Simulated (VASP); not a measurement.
# Si31Sn (P1) in VASP: single point with PBEsol

Aim: the single point of Si31Sn with PBEsol.

Everything below comes from runs of VASP 6.6.1. Logs are shortened: lines on timing, memory, paths and dates and some standing lists are left out, and cuts for length are marked.

### Step 1. The cell of the first run

The typed cell holds 64 atoms: a = 10.947 Å, b = 10.947 Å, c = 10.947 Å, α = 90.00°, β = 90.00°, γ = 90.00°.

### Step 2. Single point, PBEsol

INCAR

```
SYSTEM = Si31Sn
PREC = Accurate
ENCUT = 520
EDIFF = 1E-6
ISMEAR = -1
SIGMA = 0.05
LREAL = Auto
LASPH = .TRUE.
NELM = 80
ALGO = Normal
ISIF = 2
LWAVE = .FALSE.
LCHARG = .FALSE.
GGA = PS
NBANDS = 176
```

KPOINTS

```
Automatic mesh
0
Gamma
  1 1 1
  0.5 0.5 0.5
```

POSCAR

```
Si31Sn
1.0
   10.9474692384      0.0000000000      0.0000000000
    0.0000000000     10.9474692384      0.0000000000
    0.0000000000      0.0000000000     10.9474692384
Si Sn
62 2
Direct
    0.0015380000      0.9980320000      0.0001910000
    0.9998590000      0.9998240000      0.5001170000
    0.0000200000      0.4994790000      0.9998540000
    0.5001040000      0.9994570000      0.9998110000
    0.5000450000      0.9980870000      0.4986060000
    0.4914050000      0.5084220000      0.0087530000
    0.5000530000      0.4995830000      0.4997640000
    0.1252530000      0.1232230000      0.1237390000
    0.1246190000      0.1245090000      0.6251220000
    0.1245690000      0.6244020000      0.1250670000
    0.1339230000      0.6333730000      0.6338770000
    0.6253130000      0.1219930000      0.1277300000
    0.6234270000      0.1206420000      0.6225490000
    0.6235600000      0.6271560000      0.1263560000
    0.6251490000      0.6270100000      0.6223010000
    0.2499610000      0.2496200000      0.9996830000
    0.2514350000      0.2467560000      0.4987370000
    0.2487870000      0.7506850000      0.0004320000
    0.2526040000      0.7520040000      0.5004050000
    0.7588690000      0.2405800000      0.0090750000
    0.7472130000      0.2471230000      0.5002330000
    0.7499510000      0.7494880000      0.9996740000
    0.7476520000      0.7533390000      0.4985840000
    0.3738640000      0.3747130000      0.1261420000
    0.3725460000      0.3745870000      0.6222940000
    0.3749580000      0.8746570000      0.1251230000
    0.3763950000      0.8756310000      0.6250480000
    0.8776720000      0.3744510000      0.1274850000
    0.8688060000      0.3660790000      0.6311680000
    0.8749580000      0.8755460000      0.1236590000
    0.8751510000      0.8749260000      0.6249200000
    0.2500550000      0.9994760000      0.2500220000
    0.2486050000      0.9981450000      0.7498610000
    0.2510200000      0.4990320000      0.2486920000
    0.2524850000      0.4996840000      0.7527290000
    0.7500060000      0.9981110000      0.2512240000
    0.7497990000      0.9992910000      0.7502590000
    0.7473130000      0.4996300000      0.2475590000
    0.7560880000      0.5077530000      0.7435340000
    0.3763170000      0.1231500000      0.3749180000
    0.3721800000      0.1219410000      0.8744820000
    0.3747920000      0.6243130000      0.3751290000
    0.3736930000      0.6270850000      0.8766280000
    0.8748490000      0.1243380000      0.3752280000
    0.8775590000      0.1204780000      0.8767220000
    0.8662290000      0.6331810000      0.3662290000
    0.8775180000      0.6267430000      0.8745840000
    0.0013150000      0.2466850000      0.2486290000
    0.9996200000      0.2471530000      0.7528970000
    0.9994990000      0.7519730000      0.2475780000
    0.0014010000      0.7533470000      0.7524980000
    0.5002010000      0.2496210000      0.2501550000
    0.4908860000      0.2406190000      0.7410810000
    0.4996930000      0.7506740000      0.2512660000
    0.5001840000      0.7495670000      0.7501670000
    0.1338620000      0.3651000000      0.3661590000
    0.1248500000      0.3747160000      0.8751650000
    0.1248110000      0.8746880000      0.3752670000
    0.1251920000      0.8755360000      0.8763740000
    0.6248440000      0.3746940000      0.3751370000
    0.6236940000      0.8755520000      0.3748610000
    0.6250750000      0.8743210000      0.8749730000
    0.0017110000      0.4996200000      0.4984880000
    0.6235900000      0.3739470000      0.8763790000
```

Potentials or basis: VASP PAW PBE potentials, release 64 (Si, Sn_d).

On the command line:

```bash
cat potpaw_PBE.64/Si/POTCAR potpaw_PBE.64/Sn_d/POTCAR > POTCAR
mpirun -np 1 vasp_std > vasp.out
```

OUTCAR:

```text
SYSTEM = Si31Sn
   PREC = Accurate
   ENCUT = 520
   EDIFF = 1E-6
   ISMEAR = -1
   LREAL = Auto
   LASPH = .TRUE.
   NELM = 80
   ISIF = 2
   GGA = PS

 ion  position               nearest neighbor table
   1  0.002  0.998  0.000-  45 2.34  59 2.34   8 2.35  30 2.35
   2  1.000  1.000  0.500-  31 2.37  44 2.37   9 2.37  58 2.37
   3  0.000  0.499  1.000-  57 2.37  10 2.37  28 2.37  47 2.37
   4  0.500  0.999  1.000-  62 2.37  26 2.37  12 2.37  41 2.38
   5  0.500  0.998  0.499-  13 2.34  61 2.34  40 2.35  27 2.35
   6  0.491  0.508  0.009-  14 2.33  43 2.33  24 2.33  64 2.52
[... 56 lines left out ...]
  63  0.002  0.500  0.498-  56 2.52  29 2.52  46 2.54  11 2.54
  64  0.624  0.374  0.876-   6 2.52  39 2.52  53 2.54  20 2.54

  LATTYP: Found a simple cubic cell.
 ALAT       =    10.9474692384

  Lattice vectors:

 A1 = (  10.9474692384,   0.0000000000,   0.0000000000)
 A2 = (   0.0000000000,  10.9474692384,   0.0000000000)
 A3 = (   0.0000000000,   0.0000000000,  10.9474692384)

Analysis of symmetry for initial positions (statically):
=====================================================================
 Subroutine PRICEL returns:
 Original cell was already a primitive cell.

 Routine SETGRP: Setting up the symmetry group for a
 simple cubic supercell.

 Subroutine GETGRP returns: Found  1 space group operations
 (whereof  1 operations were pure point group operations)
 out of a pool of 48 trial point group operations.

The static configuration has the point symmetry C_1 .

Analysis of symmetry for dynamics (positions and initial velocities):
=====================================================================
 Subroutine PRICEL returns:
 Original cell was already a primitive cell.

 Routine SETGRP: Setting up the symmetry group for a
 simple cubic supercell.

 Subroutine GETGRP returns: Found  1 space group operations
 (whereof  1 operations were pure point group operations)
 out of a pool of 48 trial point group operations.

The dynamic configuration has the point symmetry C_1 .

 Subroutine INISYM returns: Found  1 space group operations
 (whereof  1 operations are pure point group operations),
 and found     1 'primitive' translations

----------------------------------------------------------------------------------------

                                     Primitive cell

  volume of cell :    1312.0223

  direct lattice vectors                    reciprocal lattice vectors
    10.947469238  0.000000000  0.000000000     0.091345313  0.000000000  0.000000000
     0.000000000 10.947469238  0.000000000     0.000000000  0.091345313  0.000000000
     0.000000000  0.000000000 10.947469238     0.000000000  0.000000000  0.091345313

  length of vectors
    10.947469238 10.947469238 10.947469238     0.091345313  0.091345313  0.091345313

  position of ions in fractional coordinates (direct lattice)
     0.001538000  0.998032000  0.000191000
     0.999859000  0.999824000  0.500117000
     0.000020000  0.499479000  0.999854000
     0.500104000  0.999457000  0.999811000
     0.500045000  0.998087000  0.498606000
     0.491405000  0.508422000  0.008753000
[... 56 lines left out ...]
     0.001711000  0.499620000  0.498488000
     0.623590000  0.373947000  0.876379000

  ion indices of the primitive-cell ions
   primitive index   ion index
                 1           1
                 2           2
                 3           3
                 4           4
                 5           5
                 6           6
[... 56 lines left out ...]
                63          63
                64          64

----------------------------------------------------------------------------------------

 KPOINTS: Automatic mesh

Automatic generation of k-mesh.
 Grid dimensions read from file:
 generate k-points for:    1    1    1

 Generating k-lattice:

  Cartesian coordinates                     Fractional coordinates (reciprocal lattice)
     0.091345313  0.000000000  0.000000000     1.000000000  0.000000000  0.000000000
     0.000000000  0.091345313  0.000000000     0.000000000  1.000000000  0.000000000
     0.000000000  0.000000000  0.091345313     0.000000000  0.000000000  1.000000000

  Length of vectors
     0.091345313  0.091345313  0.091345313

  Shift w.r.t. Gamma in fractional coordinates (k-lattice)
     0.500000000  0.500000000  0.500000000

 Subroutine IBZKPT returns following result:
 ===========================================

 Found      1 irreducible k-points:

 Following reciprocal coordinates:
            Coordinates               Weight
  0.500000  0.500000  0.500000      1.000000
   k-points           NKPTS =      1   k-points in BZ     NKDIM =      1   number of bands    NBANDS=    176
   number of dos      NEDOS =    301   number of ions     NIONS =     64
   total plane-waves  NPLWV = 592704
   dimension x,y,z NGX =    84 NGY =   84 NGZ =   84
   dimension x,y,z NGXF=   168 NGYF=  168 NGZF=  168
   ions per type =              62   2
   NGX,Y,Z   is equivalent  to a cutoff of  12.76, 12.76, 12.76 a.u.
   NGXF,Y,Z  is equivalent  to a cutoff of  25.51, 25.51, 25.51 a.u.
 SYSTEM =  Si31Sn
   PREC   = accura    normal or accurate (medium, high low for compatibility)
   ISTART =      0    job   : 0-new  1-cont  2-samecut
   ICHARG =      2    charge: 1-file 2-atom 10-const
   ISPIN  =      1    spin polarized calculation?
   LNONCOLLINEAR =      F non collinear calculations
   LSORBIT =      F    spin-orbit coupling
   LASPH  =      T    aspherical Exc in radial PAW
   ENCUT  =  520.0 eV  38.22 Ry    6.18 a.u.  20.36 20.36 20.36*2*pi/ulx,y,z
   NELM   =     80;   NELMIN=  2; NELMDL= -5     # of ELM steps
   EDIFF  = 0.1E-05   stopping-criterion for ELM
   LREAL  =      T    real-space projection
   EDIFFG = 0.1E-04   stopping-criterion for IOM
   NSW    =      0    number of steps for IOM
[... 5 lines left out ...]
   TEBEG  =    0.0;   TEEND  =   0.0 temperature during run
   PSTRESS=    0.0 pullay stress
   NELECT =     276.0000    total number of electrons
   NUPDOWN=      -1.0000    fix difference up-down
   EMIN   =  10.00;   EMAX   =-10.00  energy-range for DOS
   EFERMI =   0.00;   METHOD = LEGACY
   ISMEAR =    -1;   SIGMA  =   0.05  broadening in eV -4-tet -1-fermi 0-gaus
   EFERMI_NEDOS =   21; number of points for ismear=-14 and -15
   IALGO  =     38    algorithm
   IMIX   =      4    mixing-type and parameters
     AMIX     =   0.40;   BMIX     =  1.00
     AMIX_MAG =   1.60;   BMIX_MAG =  1.00
  volume/ion in A,a.u.               =      20.50       138.34
  Fermi-wavevector in a.u.,A,eV,Ry     =   0.973638  1.839909 12.897924  0.947971
  Thomas-Fermi vector in A             =   2.104033
   LORBIT       =      0    0 simple, 1 ext, 2 COOP (PROOUT), +10 PAW based schemes
   GGA     = PS    functional components
   LHFCALC =     F    Hartree Fock is set to
   AEXX    =    0.0000 exact exchange contribution
   IVDW    =     0    specifies the selected vdW correction
   LEPSILON=     F    determine dielectric tensor
   LRPA    =     F    only Hartree local field effects (RPA)
 non-spin polarized calculation
  energy-cutoff  :      520.00
  volume of cell :     1312.02
 maximum number of plane-waves:     35208
 NGX is ok and might be reduce to    80
   NGX = 41   NGY = 41   NGZ = 41

 number of electron     275.9999983 magnetization

 Free energy of the ion-electron system (eV)
  ---------------------------------------------------
  ext. energy  EPLUGINS =         0.00000000
  ---------------------------------------------------
  free energy    TOTEN  =      -358.16052024 eV

  energy without entropy =     -358.16051961  energy(sigma->0) =     -358.16051992

 E-fermi :   6.1812     XC(G=0):  -9.5120

 val. band max:        5.3987387425   @ k =   0.5000   0.5000   0.5000
 cond. band min:       7.0442426199   @ k =   0.5000   0.5000   0.5000
 fundamental gap:      1.6455038774
 Fermi energy:         6.1811870707

 k-point     1 :       0.5000    0.5000    0.5000
  band No.  band energies     occupation
      1     -15.0506      2.00000
      2     -15.0502      2.00000
      3     -15.0491      2.00000
      4     -15.0489      2.00000
      5     -15.0454      2.00000
      6     -15.0451      2.00000
[... 142 lines left out ...]
    149       7.1271      0.00000
    150       7.1396      0.00000
 [bands above 150 left out]

------------------------ aborting loop because EDIFF is reached ----------------------------------------

  FORCE on cell =-STRESS in cart. coord.  units (eV):
  Direction    XX          YY          ZZ          XY          YZ          ZX
  --------------------------------------------------------------------------------------
  -------------------------------------------------------------------------------------
  Total        0.9435528      0.9513080      0.9409758      0.0033299     -0.0107711     -0.0115809
  in kB        1.1522204      1.1616907      1.1490736      0.0040663     -0.0131531     -0.0141420
  external PRESSURE =       1.1543282 kB  Pullay stress =       0.0000000 kB

 VOLUME and BASIS-vectors are now :
 -----------------------------------------------------------------------------
  energy-cutoff  :      520.00
  volume of cell :     1312.02
      direct lattice vectors                 reciprocal lattice vectors
    10.947469238  0.000000000  0.000000000     0.091345313  0.000000000  0.000000000
     0.000000000 10.947469238  0.000000000     0.000000000  0.091345313  0.000000000
     0.000000000  0.000000000 10.947469238     0.000000000  0.000000000  0.091345313

 POSITION                                       TOTAL-FORCE (eV/Angst)
 -----------------------------------------------------------------------------------
      0.01684     10.92592      0.00209        -0.003444      0.002930      0.000574
     10.94593     10.94554      5.47502         0.004791     -0.002778     -0.001983
      0.00022      5.46803     10.94587        -0.000520     -0.002348      0.000337
      5.47487     10.94152     10.94540        -0.001247      0.002544     -0.000081
      5.47423     10.92653      5.45847        -0.007338      0.003268      0.003902
      5.37964      5.56593      0.09582         0.003220      0.000901     -0.006296
[... 56 lines left out ...]
      0.01873      5.46957      5.45718         0.009048      0.014257     -0.000781
      6.82673      4.09377      9.59413         0.009415      0.007597     -0.007987
 -----------------------------------------------------------------------------------
    total drift:                                0.013107     -0.002144     -0.007545

  FREE ENERGIE OF THE ION-ELECTRON SYSTEM (eV)
  ---------------------------------------------------
  free  energy   TOTEN  =      -358.1605202357 eV

  energy  without entropy=     -358.1605196129  energy(sigma->0) =     -358.16051992
```

Wall time 11 min (1 thread of AMD EPYC 7R43 (Zen 3), shared host); peak memory 1.1 GiB.

Results:

| Quantity | Value |
| --- | --- |
| Free energy | -358.1605 eV |
| Pressure | 0.1 GPa |
| Largest force | 0.022 eV/Å |
| Band gap on the k mesh | 1.65 eV |

Forces in eV/Å, atoms in the order of the input:
```
Si  -0.003  0.003  0.001
Si   0.005 -0.003 -0.002
Si  -0.001 -0.002  0.000
Si  -0.001  0.003  0.000
Si  -0.007  0.003  0.004
Si   0.003  0.001 -0.006
Si   0.002 -0.005  0.006
Si   0.003  0.002 -0.002
Si  -0.004 -0.008 -0.003
Si  -0.004 -0.007 -0.002
Si  -0.006 -0.012 -0.010
Si  -0.008 -0.001 -0.006
Si   0.012  0.000  0.001
Si   0.004  0.002 -0.004
Si  -0.008 -0.007 -0.002
Si  -0.005  0.003 -0.002
Si  -0.008 -0.003  0.000
Si  -0.006 -0.002 -0.001
Si  -0.002  0.003 -0.009
Si  -0.011  0.012 -0.010
Si   0.000  0.001 -0.008
Si  -0.002  0.003 -0.002
Si  -0.005  0.003  0.007
Si  -0.002 -0.007 -0.001
Si   0.003  0.006  0.004
Si   0.001 -0.006  0.001
Si  -0.004  0.001 -0.001
Si  -0.004  0.009 -0.002
Si   0.007 -0.003 -0.011
Si  -0.001  0.001  0.000
Si   0.004 -0.005 -0.004
Si  -0.003 -0.004  0.002
Si  -0.003  0.004  0.000
Si   0.003  0.012  0.002
Si  -0.003 -0.010  0.000
Si  -0.001  0.006  0.002
Si   0.002 -0.001 -0.001
Si   0.004 -0.011  0.003
Si  -0.007  0.007  0.015
Si   0.001  0.003 -0.003
Si   0.011 -0.002  0.014
Si   0.002 -0.004  0.005
Si   0.002  0.004 -0.007
Si   0.002 -0.005  0.004
Si  -0.007  0.005 -0.010
Si   0.006 -0.010  0.005
Si   0.003  0.000  0.010
Si  -0.002  0.000  0.004
Si   0.013  0.000  0.000
Si   0.016  0.006 -0.002
Si  -0.006 -0.002 -0.001
Si   0.005  0.002 -0.001
Si   0.009  0.016  0.012
Si  -0.004  0.000  0.002
Si   0.007  0.002  0.001
Si  -0.007 -0.001  0.006
Si  -0.003 -0.009  0.002
Si  -0.005 -0.006  0.002
Si   0.002  0.002  0.003
Si  -0.004 -0.007  0.003
Si   0.002  0.000 -0.003
Si  -0.007 -0.001  0.002
Sn   0.009  0.014 -0.001
Sn   0.009  0.008 -0.008
```

Caveat: the k points lie up to 0.57 Å⁻¹ apart; the PAW data sets were made with another functional, which shifts forces and pressure a little; spin-orbit coupling is left out, which moves the levels of the heavy elements; a shifted mesh leaves out Γ, where band edges can lie. A k mesh can miss the band edges.
